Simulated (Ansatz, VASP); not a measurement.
# One calculation of AlN, two programs

```
Al N
1.0
     3.07531    0.00000    0.00000
    -1.53766    2.66330    0.00000
     0.00000    0.00000    4.92830
Al N
2 2
Direct
  0.33333 0.66667 0.99920
  0.66667 0.33333 0.49920
  0.33333 0.66667 0.38080
  0.66667 0.33333 0.88080
```

Alike in both runs: task single point; functional r2SCAN; k mesh 9 × 9 × 4; no spin polarisation.

|  | VASP | Ansatz |
| --- | --- | --- |
| version | VASP 6.6.1 | Ansatz 0.2.0 |
| potentials or method | VASP PAW PBE potentials, release 64 (Al, N) | plane waves, PAW |
| plane-wave cutoff (eV) | 520 | 500 |
| occupations | gaussian, width 0.01 eV | fixed |
| valence electrons in the cell | 16 | 16 |

```csv
,VASP,Ansatz,Ansatz less VASP
gap on the k mesh at the Fermi level (eV),5.21,5.16,-0.042
pressure (GPa),6.4,6.8,+0.37
"traceless stress, the component that is largest in VASP (GPa)",-0.30,-0.32,-0.011
rms of the force components (eV/Å),0.009,0.008,-0.0010
```

VASP's potentials were made for PBE, not for r2SCAN. Atom by atom the forces differ by 0.001 eV/Å (rms over components).
